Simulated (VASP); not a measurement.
# Al4Cu2H in VASP: a series of runs

Runs on Al4Cu2H. Level: PBE. Tasks: single point.

All numbers are computed with VASP 6.6.1; they aren't measurements. Logs are shortened: lines on timing, memory, paths and dates and some standing lists are left out, and cuts for length are marked.

**1. The cell of the first run**

The cell holds a slab with vacuum, 7 atoms: a = 4.089 Å, b = 4.089 Å, c = 20.361 Å, α = 90.00°, β = 90.00°, γ = 60.00°.

**2. Single point, PBE**

Input file INCAR:

```
PREC = Accurate ; ENCUT = 520
EDIFF = 1E-6 ; ISMEAR = 0
SIGMA = 0.1 ; LREAL = False
LASPH = True ; NELM = 80
ALGO = Normal ; ISIF = 2
LWAVE = False ; LCHARG = False
LDIPOL = True ; IDIPOL = 3
DIPOL = 0.5 0.5 0.341 ; GGA = PE
NBANDS = 26
```

Input file KPOINTS:

```
regular mesh
0
Gamma
  9 9 1
```

Input file POSCAR:

```
Al4Cu2H
1.0
    4.0889418899      0.0000000000      0.0000000000
    2.0442840433      3.5412354524      0.0000000000
    0.0000000000      0.0000000000     20.3610078836
Al Cu H
4 2 1
Direct
    0.6667174561      0.6667174561      0.1964539291
    0.3334044385      0.3334044385      0.2784404877
    0.0000542489      0.0000542489      0.3605162434
    0.6667259434      0.6667259434      0.4351949537
    0.0000609473      0.0000609473      0.2374472084
    0.3333908767      0.3333908767      0.4027831442
    0.8889481657      0.8889481657      0.4763807166
```

Potentials or basis: VASP PAW PBE potentials, release 64 (Al, Cu, H).

Launch:

```sh
$ cat potpaw_PBE.64/Al/POTCAR potpaw_PBE.64/Cu/POTCAR potpaw_PBE.64/H/POTCAR > POTCAR
$ mpirun -np 1 vasp_std > vasp.out
```

OUTCAR:

```text
PREC = Accurate
   ENCUT = 520
   EDIFF = 1E-6
   ISMEAR = 0
   LREAL = False
   LASPH = True
   NELM = 80
   ISIF = 2
   GGA = PE

 ion  position               nearest neighbor table
   1  0.667  0.667  0.196-   5 2.50   5 2.50   5 2.50   2 2.89   2 2.89   2 2.89
   2  0.333  0.333  0.278-   5 2.50   5 2.50   5 2.50   6 2.53   1 2.89   1 2.89   1 2.89   3 2.89
                             3 2.89   3 2.89
   3  0.000  0.000  0.361-   5 2.51   6 2.51   6 2.51   6 2.51   4 2.81   4 2.81   4 2.81   2 2.89
                             2 2.89   2 2.89
   4  0.667  0.667  0.435-   7 1.78   6 2.45   6 2.45   6 2.45   3 2.81   3 2.81   3 2.81
   5  0.000  0.000  0.237-   1 2.50   2 2.50   1 2.50   2 2.50   1 2.50   2 2.50   3 2.51
   6  0.333  0.333  0.403-   4 2.45   4 2.45   4 2.45   3 2.51   3 2.51   3 2.51   2 2.53
   7  0.889  0.889  0.476-   4 1.78

  LATTYP: Found a base centered orthorhombic cell.
 ALAT       =     4.0891287873
 B/A-ratio  =     1.7319452535
 C/A-ratio  =     4.9793021797

  Lattice vectors:

 A1 = (  -2.0442840433,  -3.5412354524,   0.0000000000)
 A2 = (   4.0889418899,   0.0000000000,   0.0000000000)
 A3 = (   0.0000000000,   0.0000000000,  20.3610078836)

Analysis of symmetry for initial positions (statically):
=====================================================================
 Subroutine PRICEL returns:
 Original cell was already a primitive cell.

 Routine SETGRP: Setting up the symmetry group for a
 base centered orthorhombic supercell.

 Subroutine GETGRP returns: Found  2 space group operations
 (whereof  2 operations were pure point group operations)
 out of a pool of  8 trial point group operations.

The static configuration has the point symmetry C_1h.

Analysis of symmetry for dynamics (positions and initial velocities):
=====================================================================
 Subroutine PRICEL returns:
 Original cell was already a primitive cell.

 Routine SETGRP: Setting up the symmetry group for a
 base centered orthorhombic supercell.

 Subroutine GETGRP returns: Found  2 space group operations
 (whereof  2 operations were pure point group operations)
 out of a pool of  8 trial point group operations.

The dynamic configuration has the point symmetry C_1h.

 Subroutine INISYM returns: Found  2 space group operations
 (whereof  2 operations are pure point group operations),
 and found     1 'primitive' translations

----------------------------------------------------------------------------------------

                                     Primitive cell

  volume of cell :     294.8255

  direct lattice vectors                    reciprocal lattice vectors
     4.088941890  0.000000000  0.000000000     0.244562047 -0.141180754  0.000000000
     2.044284043  3.541235452  0.000000000     0.000000000  0.282387323  0.000000000
     0.000000000  0.000000000 20.361007884     0.000000000  0.000000000  0.049113482

  length of vectors
     4.088941890  4.088941890 20.361007884     0.282387323  0.282387323  0.049113482

  position of ions in fractional coordinates (direct lattice)
     0.666717456  0.666717456  0.196453929
     0.333404438  0.333404438  0.278440488
     0.000054249  0.000054249  0.360516243
     0.666725943  0.666725943  0.435194954
     0.000060947  0.000060947  0.237447208
     0.333390877  0.333390877  0.402783144
     0.888948166  0.888948166  0.476380717

  ion indices of the primitive-cell ions
   primitive index   ion index
                 1           1
                 2           2
                 3           3
                 4           4
                 5           5
                 6           6
                 7           7

----------------------------------------------------------------------------------------

 KPOINTS: regular mesh

Automatic generation of k-mesh.
 Grid dimensions read from file:
 generate k-points for:    9    9    1

 Generating k-lattice:

  Cartesian coordinates                     Fractional coordinates (reciprocal lattice)
     0.027173561 -0.015686750  0.000000000     0.111111111  0.000000000  0.000000000
     0.000000000  0.031376369  0.000000000     0.000000000  0.111111111  0.000000000
     0.000000000  0.000000000  0.049113482     0.000000000  0.000000000  1.000000000

  Length of vectors
     0.031376369  0.031376369  0.049113482

  Shift w.r.t. Gamma in fractional coordinates (k-lattice)
     0.000000000  0.000000000  0.000000000

 Subroutine IBZKPT returns following result:
 ===========================================

 Found     25 irreducible k-points:

 Following reciprocal coordinates:
            Coordinates               Weight
  0.000000  0.000000  0.000000      1.000000
  0.111111 -0.000000  0.000000      4.000000
  0.222222  0.000000  0.000000      4.000000
  0.333333  0.000000  0.000000      4.000000
  0.444444  0.000000  0.000000      4.000000
  0.111111  0.111111  0.000000      2.000000
[... 16 lines left out ...]
 -0.333333  0.333333  0.000000      2.000000
  0.444444  0.444444  0.000000      2.000000
   k-points           NKPTS =     25   k-points in BZ     NKDIM =     25   number of bands    NBANDS=     26
   number of dos      NEDOS =    301   number of ions     NIONS =      7
   total plane-waves  NPLWV = 144000
   dimension x,y,z NGX =    30 NGY =   30 NGZ =  160
   dimension x,y,z NGXF=    60 NGYF=   60 NGZF=  320
   ions per type =               4   2   1
   NGX,Y,Z   is equivalent  to a cutoff of  12.20, 12.20, 13.06 a.u.
   NGXF,Y,Z  is equivalent  to a cutoff of  24.39, 24.39, 26.13 a.u.
 SYSTEM =  unknown system
   PREC   = accura    normal or accurate (medium, high low for compatibility)
   ISTART =      0    job   : 0-new  1-cont  2-samecut
   ICHARG =      2    charge: 1-file 2-atom 10-const
   ISPIN  =      1    spin polarized calculation?
   LNONCOLLINEAR =      F non collinear calculations
   LSORBIT =      F    spin-orbit coupling
   LASPH  =      T    aspherical Exc in radial PAW
   ENCUT  =  520.0 eV  38.22 Ry    6.18 a.u.   7.60  7.60 37.86*2*pi/ulx,y,z
   NELM   =     80;   NELMIN=  2; NELMDL= -5     # of ELM steps
   EDIFF  = 0.1E-05   stopping-criterion for ELM
   LREAL  =      F    real-space projection
   EDIFFG = 0.1E-04   stopping-criterion for IOM
   NSW    =      0    number of steps for IOM
   IBRION =     -1    ionic relax: 0-MD 1-quasi-New 2-CG
   NFREE  =      0    steps in history (QN), initial steepest desc. (CG)
   ISIF   =      2    stress and relaxation
   ISYM   =      2    0-nonsym 1-usesym 2-fastsym
   POTIM  = 0.5000    time-step for ionic-motion
   TEBEG  =    0.0;   TEEND  =   0.0 temperature during run
   PSTRESS=    0.0 pullay stress
   NELECT =      35.0000    total number of electrons
   NUPDOWN=      -1.0000    fix difference up-down
   EMIN   =  10.00;   EMAX   =-10.00  energy-range for DOS
   EFERMI =   0.00;   METHOD = LEGACY
   ISMEAR =     0;   SIGMA  =   0.10  broadening in eV -4-tet -1-fermi 0-gaus
   EFERMI_NEDOS =   21; number of points for ismear=-14 and -15
   IALGO  =     38    algorithm
   IMIX   =      4    mixing-type and parameters
     AMIX     =   0.40;   BMIX     =  1.00
     AMIX_MAG =   1.60;   BMIX_MAG =  1.00
  volume/ion in A,a.u.               =      42.12       284.23
  Fermi-wavevector in a.u.,A,eV,Ry     =   0.804592  1.520459  8.807986  0.647369
  Thomas-Fermi vector in A             =   1.912678
   LORBIT       =      0    0 simple, 1 ext, 2 COOP (PROOUT), +10 PAW based schemes
   GGA     = PE    functional components
   LHFCALC =     F    Hartree Fock is set to
   AEXX    =    0.0000 exact exchange contribution
   IVDW    =     0    specifies the selected vdW correction
   LEPSILON=     F    determine dielectric tensor
   LRPA    =     F    only Hartree local field effects (RPA)
 non-spin polarized calculation
 Gauss-broadening in eV      SIGMA  =   0.10
  energy-cutoff  :      520.00
  volume of cell :      294.83
 maximum number of plane-waves:      7989
   NGX = 15   NGY = 15   NGZ = 75

 dipolmoment           0.000000      0.000000     -0.012218 electrons x Angstroem

 number of electron      34.9999971 magnetization

 dipolmoment           0.000000      0.000000      0.031272 electrons x Angstroem

 Free energy of the ion-electron system (eV)
  ---------------------------------------------------
  ext. energy  EPLUGINS =         0.00000000
  ---------------------------------------------------
  free energy    TOTEN  =       -24.00309029 eV

  energy without entropy =      -23.98904391  energy(sigma->0) =      -23.99606710

 E-fermi :  -0.4971     XC(G=0):  -4.3750

 val. band max:       -0.5017605713   @ k =   0.4444   0.4444   0.0000
 cond. band min:      -0.4905844829   @ k =   0.3333   0.0000   0.0000
 fundamental gap:      0.0111760884
 Fermi energy:        -0.4971418353

 k-point     1 :       0.0000    0.0000    0.0000
  band No.  band energies     occupation
      1     -10.1974      2.00000
      2      -8.7614      2.00000
      3      -5.9964      2.00000
      4      -4.8645      2.00000
      5      -4.7800      2.00000
      6      -4.6445      2.00000
[... 18 lines left out ...]
     25       3.2120      0.00000
     26       3.5823      0.00000

 k-point     2 :       0.1111   -0.0000    0.0000
  band No.  band energies     occupation
      1     -10.0525      2.00000
      2      -8.6187      2.00000
      3      -5.9297      2.00000
      4      -4.8788      2.00000
      5      -4.7950      2.00000
      6      -4.6899      2.00000
[... 18 lines left out ...]
     25       3.7662      0.00000
[... 608 lines left out ...]
     25       5.2176      0.00000
     26       5.8841      0.00000

 k-point    24 :       0.4444    0.4444    0.0000
  band No.  band energies     occupation
      1      -8.0362      2.00000
      2      -6.8433      2.00000
      3      -6.4817      2.00000
      4      -5.7026      2.00000
      5      -4.8858      2.00000
      6      -4.6203      2.00000
[... 18 lines left out ...]
     25       3.9121      0.00000
     26       5.1945      0.00000

 [... further k-points ...]

------------------------ aborting loop because EDIFF is reached ----------------------------------------

 vacuum level on the upper side and lower side of the slab       (xc-potential included)         0.175        -0.206

  FORCE on cell =-STRESS in cart. coord.  units (eV):
  Direction    XX          YY          ZZ          XY          YZ          ZX
  --------------------------------------------------------------------------------------
  -------------------------------------------------------------------------------------
  Total       -0.6030999      0.3936354     -0.6808325     -0.8633033     -0.6753635     -1.1696926
  in kB       -3.2774408      2.1391423     -3.6998649     -4.6914704     -3.6701444     -6.3564894
  external PRESSURE =      -1.6127211 kB  Pullay stress =       0.0000000 kB

 VOLUME and BASIS-vectors are now :
 -----------------------------------------------------------------------------
  energy-cutoff  :      520.00
  volume of cell :      294.83
      direct lattice vectors                 reciprocal lattice vectors
     4.088941890  0.000000000  0.000000000     0.244562047 -0.141180754  0.000000000
     2.044284043  3.541235452  0.000000000     0.000000000  0.282387323  0.000000000
     0.000000000  0.000000000 20.361007884     0.000000000  0.000000000  0.049113482

 POSITION                                       TOTAL-FORCE (eV/Angst)
 -----------------------------------------------------------------------------------
      4.08913      2.36100      4.00000        -0.071584     -0.041331      0.552693
      2.04484      1.18066      5.66933        -0.059507     -0.034359     -0.229965
      0.00033      0.00019      7.34047         0.251800      0.145386     -0.028891
      4.08918      2.36103      8.86101         0.382521      0.220862      0.138752
      0.00037      0.00022      4.83466         0.149106      0.086092     -0.290057
      2.04476      1.18062      8.20107         0.118572      0.068462     -0.140330
      5.45212      3.14797      9.69959        -0.770908     -0.445111     -0.002202
 -----------------------------------------------------------------------------------
    total drift:                                0.000119      0.000069     -0.002302

  FREE ENERGIE OF THE ION-ELECTRON SYSTEM (eV)
  ---------------------------------------------------
  free  energy   TOTEN  =       -24.0030902914 eV

  energy  without entropy=      -23.9890439120  energy(sigma->0) =      -23.99606710

 vacuum level on the upper side and lower side of the slab         3.925         3.497
```

Run time: 6.1 min. Hardware: 1 thread of Intel Xeon Platinum 8488C (Sapphire Rapids), shared host; peak memory 0.45 GiB.

What came out:

* Free energy: -24.0031 eV
* Largest force: 0.890 eV/Å
* Band gap on the k mesh: zero (an odd number of electrons rules out a gap without spin polarisation)

Forces in eV/Å, atoms in the order of the input:
```
Al  -0.072 -0.041  0.553
Al  -0.060 -0.034 -0.230
Al   0.252  0.145 -0.029
Al   0.383  0.221  0.139
Cu   0.149  0.086 -0.290
Cu   0.119  0.068 -0.140
H   -0.771 -0.445 -0.002
```

Levels at points of the mesh, in eV from the Fermi level:
```csv
k point,band 16,band 17,band 18,band 19,band 20,band 21
"(0.00, 0.00, 0.00)",1.21,1.25,1.96,2.33,2.58,3.38
```

**3. Single point, PBE**

Input file INCAR:

```
  PREC = Accurate
  ENCUT = 520
  EDIFF = 1E-6
  ISMEAR = 0
  SIGMA = 0.1
  LREAL = False
  LASPH = True
  NELM = 60
  ALGO = Normal
  ISIF = 2
  LWAVE = False
  LCHARG = False
  LDIPOL = True
  IDIPOL = 3
  DIPOL = 0.5 0.5 0.337
  GGA = PE
  NBANDS = 26
```

Input file KPOINTS:

```
Automatic mesh
0
Gamma
  9 9 1
```

POSCAR, as its differences from that of step 2:

```diff
@@ -14,2 +14,2 @@
     0.3333908767      0.3333908767      0.4027831442
-    0.8889481657      0.8889481657      0.4763807166
+    1.1111703879      1.1111703879      0.4474690933
```

Potentials or basis: VASP PAW PBE potentials, release 64 (Al, Cu, H).

Launch:

```sh
$ cat potpaw_PBE.64/Al/POTCAR potpaw_PBE.64/Cu/POTCAR potpaw_PBE.64/H/POTCAR > POTCAR
$ mpirun -np 1 vasp_std > vasp.out
```

It took 5.1 min on 1 thread of Intel Xeon Platinum 8488C (Sapphire Rapids), shared host; peak memory 0.46 GiB.

The run converged. Its results:

```
Free energy            : -24.1505 eV
Largest force          : 1.145 eV/Å
Band gap on the k mesh : zero (an odd number of electrons rules out a gap without spin polarisation)
```

Forces on the atoms (eV/Å):
```
Al   0.036  0.021  0.429
Al  -0.095 -0.055 -0.220
Al  -0.382 -0.221 -0.501
Al  -0.164 -0.095  0.142
Cu  -0.068 -0.039 -0.335
Cu  -0.318 -0.184  0.464
H    0.991  0.572  0.021
```

Levels at points of the mesh, in eV from the Fermi level:
| k point | band 16 | band 17 | band 18 | band 19 | band 20 | band 21 |
| --- | --- | --- | --- | --- | --- | --- |
| (0.00, 0.00, 0.00) | 1.17 | 1.51 | 1.85 | 2.03 | 2.26 | 3.10 |

(Continued in part 2 of 2.)
